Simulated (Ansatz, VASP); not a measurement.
**Two plane-wave programs on Cd**

INCAR

```
SYSTEM = Cd
ALGO     = Normal         ! electronic algorithm
EDIFF    = 1E-6           ! SCF threshold, eV
EDIFFG   = -0.01          ! ionic threshold
ENCUT    = 600            ! plane-wave cutoff, eV
GGA      = PS             ! functional
IBRION   = 2              ! ionic algorithm
ISIF     = 3              ! what is computed and relaxed
ISMEAR   = 0              ! smearing method
LASPH    = .True.         ! aspherical terms in the spheres
LCHARG   = .False.        ! write CHGCAR
LREAL    = .False.        ! projectors in reciprocal space
LWAVE    = .False.        ! write WAVECAR
NELM     = 100            ! most SCF steps
NSW      = 80             ! ionic steps
PREC     = Accurate       ! precision mode
SIGMA    = 0.05           ! smearing width, eV
```

Contents of KPOINTS:

```
k-points
0
Gamma
  16 16 8
  0 0 0
```

POSCAR

```
Cd
1.0
    2.9800000000      0.0000000000      0.0000000000
   -1.4900000000      2.5807557033      0.0000000000
    0.0000000000      0.0000000000      5.6202800000
Cd
2
Direct
    0.3333333333      0.6666666667      0.7500000000
    0.6666666667      0.3333333333      0.2500000000
```

Input for Ansatz:

```yaml
crystal:
  lattice:
    - [2.98, 0.0, 0.0]
    - [-1.49, 2.5807557033, 0.0]
    - [0.0, 0.0, 5.62028]
  atoms:
    - { symbol: Cd, position: [0.3333333333, 0.6666666667, 0.75] }
    - { symbol: Cd, position: [0.6666666667, 0.3333333333, 0.25] }
basis:
  ecutwfc: 600
  ecutrho_ratio: 5
kpoints:
  mp_grid: { grid: [16, 16, 8] }
hamiltonian:
  xc: pbesol
scf:
  occupations: { method: gaussian, width: 0.05 }
output:
  forces: true
  stress: true
  eigenvalues: true
relax:
  f_tol: 0.01
  max_steps: 60
  cell: { stress_tol: 0.15 }
```

Alike in both runs: task relaxation of cell and atoms; functional PBEsol; k mesh 16 × 16 × 8; occupations gaussian, width 0.05 eV; no spin polarisation.

|  | VASP | Ansatz |
| --- | --- | --- |
| version | VASP 6.6.1 | Ansatz 0.2.0 |
| potentials or method | VASP PAW PBE potentials, release 64 (Cd), cutoff 600 eV | scalar-relativistic, plane waves, PAW |
| valence electrons in the cell | 24 | 40 |

|  | VASP | Ansatz | Ansatz less VASP |
| --- | --- | --- | --- |
| relaxed volume (Å³/atom) | 20.97 | 20.88 | -0.089 |
| relaxed cell length with the largest relative difference (Å) | 2.975 | 2.965 | -0.0093 |

VASP's potentials were made for PBE, not for PBEsol. VASP's potentials hold 24 valence electrons a cell and Ansatz's 40, so a difference there can come from the potentials and not from the codes.
